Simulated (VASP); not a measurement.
# CsPbI2Br (P4mm) in VASP: further runs, part 2 of 2

VASP 6.6.1. The steps go on from the part before.

**4. Single point, PBE (all I atoms moved -0.250 Å, as atom 3 along Cartesian [0 0 1])**

INCAR reads:

```
PREC = Accurate ; ENCUT = 520
EDIFF = 1E-7 ; ISMEAR = 0
SIGMA = 0.05 ; LREAL = F
LASPH = T ; NELM = 100
ALGO = Normal ; ISIF = 2
LWAVE = F ; LCHARG = T
GGA = PE ; LELF = T
LVHAR = T ; NBANDS = 30
```

KPOINTS reads:

```
Automatic mesh
0
Gamma
  4 4 6
```

POSCAR reads:

```
CsPbI2Br
1.0
    6.3752960000      0.0000000000      0.0000000000
    0.0000000000      6.3752960000      0.0000000000
    0.0000000000      0.0000000000      5.9622200000
Cs Pb I Br
1 1 2 1
Direct
    0.5000000000      0.5000000000      0.5000000000
    0.0000000000      0.0000000000      0.0000000000
    0.0000000000      0.5000000000     -0.0419306902
    0.5000000000      0.0000000000     -0.0419306902
    0.0000000000      0.0000000000      0.5000000000
```

Potentials or basis: VASP PAW PBE potentials, release 64 (Cs_sv, Pb_d, I, Br).

Started as:

```console
$ cat potpaw_PBE.64/Cs_sv/POTCAR potpaw_PBE.64/Pb_d/POTCAR potpaw_PBE.64/I/POTCAR potpaw_PBE.64/Br/POTCAR > POTCAR
$ mpirun -np 1 vasp_std > vasp.out
```

OUTCAR:

```text
PREC = Accurate
   ENCUT = 520
   EDIFF = 1E-7
   ISMEAR = 0
   LREAL = F
   LASPH = T
   NELM = 100
   ISIF = 2
   GGA = PE

 ion  position               nearest neighbor table
   1  0.500  0.500  0.500-
   2  0.000  0.000  0.000-   5 2.98   5 2.98   3 3.20   4 3.20   3 3.20   4 3.20
   3  0.000  0.500  0.958-   2 3.20   2 3.20
   4  0.500  0.000  0.958-   2 3.20   2 3.20
   5  0.000  0.000  0.500-   2 2.98   2 2.98
[... 993 lines left out ...]
  Direction    XX          YY          ZZ          XY          YZ          ZX
  --------------------------------------------------------------------------------------
  -------------------------------------------------------------------------------------
  Total        0.4671856      0.4671856      0.3729678      0.0000000      0.0000000      0.0000000
  in kB        3.0888108      3.0888108      2.4658870      0.0000000      0.0000000      0.0000000
  external PRESSURE =       2.8811695 kB  Pullay stress =       0.0000000 kB

 VOLUME and BASIS-vectors are now :
 -----------------------------------------------------------------------------
  energy-cutoff  :      520.00
  volume of cell :      242.33
      direct lattice vectors                 reciprocal lattice vectors
     6.375296000  0.000000000  0.000000000     0.156855462  0.000000000  0.000000000
     0.000000000  6.375296000  0.000000000     0.000000000  0.156855462  0.000000000
     0.000000000  0.000000000  5.962220000     0.000000000  0.000000000  0.167722761

 POSITION                                       TOTAL-FORCE (eV/Angst)
 -----------------------------------------------------------------------------------
      3.18765      3.18765      2.98111        -0.000000     -0.000000     -0.010881
      0.00000      0.00000      0.00000         0.000000      0.000000      0.025574
      0.00000      3.18765      5.71222        -0.000000      0.000000      0.050502
      3.18765      0.00000      5.71222        -0.000000      0.000000      0.050502
      0.00000      0.00000      2.98111        -0.000000      0.000000     -0.115698
 -----------------------------------------------------------------------------------
    total drift:                                0.000000     -0.000000      0.000272

  FREE ENERGIE OF THE ION-ELECTRON SYSTEM (eV)
  ---------------------------------------------------
  free  energy   TOTEN  =       -14.6236944226 eV

  energy  without entropy=      -14.6236944226  energy(sigma->0) =      -14.62369442
```

Wall time 2 min (1 thread of Intel Xeon 6975P-C (Granite Rapids), shared host); peak memory 0.45 GiB.

Results:

```yaml
Free_energy: -14.6237 eV
Pressure: 0.3 GPa
Largest_force: 0.116 eV/Å
Band_gap_on_the_k_mesh: 1.64 eV
```

Forces on the atoms (eV/Å):
```
Cs   0.000  0.000 -0.011
Pb   0.000  0.000  0.026
I    0.000  0.000  0.051
I    0.000  0.000  0.051
Br   0.000  0.000 -0.116
```

Levels at points of the mesh, in eV from the valence-band top:
```csv
k point,band 20,band 21,band 22,band 23,band 24,band 25
"(0.00, 0.00, 0.00)",-1.17,-1.13,-1.13,3.28,4.18,4.59
"(0.50, 0.00, 0.00)",-1.29,-1.23,-0.80,2.43,4.51,4.97
"(0.50, 0.50, 0.00)",-1.27,-0.75,-0.39,2.09,2.09,4.98
"(0.00, 0.00, 0.50)",-1.21,-1.21,-1.00,2.63,5.02,5.06
"(0.50, 0.00, 0.50)",-1.49,-0.89,-0.38,2.05,2.29,4.82
"(0.50, 0.50, 0.50)",-0.88,-0.73,0.00,1.64,1.64,1.92
```

Caveat: the cell differs from its parent crystal (all I atoms moved -0.250 Å, as atom 3 along Cartesian [0 0 1]); spin-orbit coupling is left out, which moves the levels of the heavy elements.

**5. Single point, PBE (all I atoms moved +0.438 Å, as atom 3 along Cartesian [0 0 1])**

INCAR reads:

```
PREC = Accurate
ENCUT = 520
EDIFF = 1E-6
ISMEAR = 0
SIGMA = 0.05
LREAL = False
LASPH = True
NELM = 100
ALGO = Normal
ISIF = 2
LWAVE = False
LCHARG = False
GGA = PE
NBANDS = 30
```

KPOINTS is that of step 4.

Edit POSCAR of step 4 so:

```diff
@@ -10,4 +10,4 @@
     0.0000000000      0.0000000000      0.0000000000
-    0.0000000000      0.5000000000     -0.0419306902
-    0.5000000000      0.0000000000     -0.0419306902
+    0.0000000000      0.5000000000      0.0733787079
+    0.5000000000      0.0000000000      0.0733787079
     0.0000000000      0.0000000000      0.5000000000
```

Started as:

```console
$ cat potpaw_PBE.64/Cs_sv/POTCAR potpaw_PBE.64/Pb_d/POTCAR potpaw_PBE.64/I/POTCAR potpaw_PBE.64/Br/POTCAR > POTCAR
$ mpirun -np 1 vasp_std > vasp.out
```

It took 1.8 min on 1 thread of Intel Xeon 6975P-C (Granite Rapids), shared host; peak memory 0.45 GiB.

It converged, with:

| Quantity | Value |
| --- | --- |
| Free energy | -14.5926 eV |
| Pressure | 0.3 GPa |
| Largest force | 0.212 eV/Å |
| Band gap on the k mesh | 1.93 eV |

Forces in eV/Å, atoms in the order of the input:
```
Cs   0.000  0.000  0.035
Pb   0.000  0.000 -0.004
I    0.000  0.000 -0.122
I    0.000  0.000 -0.122
Br   0.000  0.000  0.212
```

Stress tensor (GPa, compression positive):
```
0.22 0.00 0.00
0.00 0.22 0.00
0.00 0.00 0.36
```

Levels at points of the mesh, in eV from the valence-band top:
| k point | band 20 | band 21 | band 22 | band 23 | band 24 | band 25 |
| --- | --- | --- | --- | --- | --- | --- |
| (0.00, 0.00, 0.00) | -0.94 | -0.88 | -0.88 | 3.51 | 4.45 | 4.70 |
| (0.50, 0.00, 0.00) | -1.00 | -0.99 | -0.58 | 2.74 | 4.66 | 4.88 |
| (0.50, 0.50, 0.00) | -1.01 | -0.53 | -0.22 | 2.41 | 2.41 | 5.31 |
| (0.00, 0.00, 0.50) | -0.97 | -0.97 | -0.71 | 2.76 | 5.03 | 5.03 |
| (0.50, 0.00, 0.50) | -1.23 | -0.65 | -0.20 | 2.31 | 2.53 | 4.80 |
| (0.50, 0.50, 0.50) | -0.66 | -0.51 | 0.00 | 1.93 | 1.93 | 2.36 |

Caveat: the cell differs from its parent crystal (all I atoms moved +0.438 Å, as atom 3 along Cartesian [0 0 1]); spin-orbit coupling is left out, which moves the levels of the heavy elements.

**6. The runs side by side**

| cell | gap on the mesh (eV) | pressure (GPa) | largest force (eV/Å) |
| --- | --- | --- | --- |
| as given, atomic positions A | 2.04 | 0.3 | 0.25 |
| as given, atomic positions B | 1.82 | 0.3 | 0.18 |
| as given, atomic positions C | 1.64 | 0.3 | 0.12 |
| as given, atomic positions D | 1.93 | 0.3 | 0.21 |

Alike in all rows: task single point; level PBE; potentials or basis VASP PAW PBE potentials, release 64 (Cs_sv, Pb_d, I, Br); no spin polarisation; k mesh 4 × 4 × 6; cutoff (eV) 520; smearing gaussian 0.05 eV.

Caveats: spin-orbit coupling is left out, which moves the levels of the heavy elements.

Absolute energies hang on the potentials; compare differences alone.
